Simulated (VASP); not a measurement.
Ca: density of states with PBE

The system is Ca.

```xyz
1
Lattice="0.0000 2.7627 2.7627 2.7627 0.0000 2.7627 2.7627 2.7627 0.0000" Properties=species:S:1:pos:R:3 pbc="T T T"
Ca    0.0000    0.0000    0.0000
```

```json
{
 "Program": "VASP 6.6.1",
 "Task": "density of states",
 "Functional": "PBE",
 "Potentials or basis": "VASP PAW PBE potentials, release 64 (Ca_sv)",
 "Cutoff": "520 eV",
 "k mesh": "12 × 12 × 12",
 "Occupations": "fermi-dirac, width 0.08 eV",
 "Spin": "no spin polarisation",
 "Dipole correction": "no",
 "k mesh for the DOS": "18 × 18 × 18",
 "Occupations for the DOS": "tetrahedron",
 "Further INCAR settings": "ALGO = Normal; EDIFF = 1e-06; NBANDS = 11"
}
```

```json
{
 "Valence electrons inside the program's atomic spheres": "Ca 8.08"
}
```

Levels at points of the mesh, in eV from the Fermi level:
```csv
k point,band 3,band 4,band 5,band 6,band 7,band 8
"(0.00, 0.00, 0.00)",-22.93,-22.93,-4.02,2.34,2.34,2.34
"(0.50, 0.00, 0.00)",-22.95,-22.95,-0.98,-0.16,2.23,2.23
"(0.50, 0.50, 0.00)",-22.98,-22.98,-0.45,0.58,0.97,4.09
```

Wall time 2.2 min on 1 thread of AMD EPYC 7R13 (shared host), peak memory 0.19 GiB.
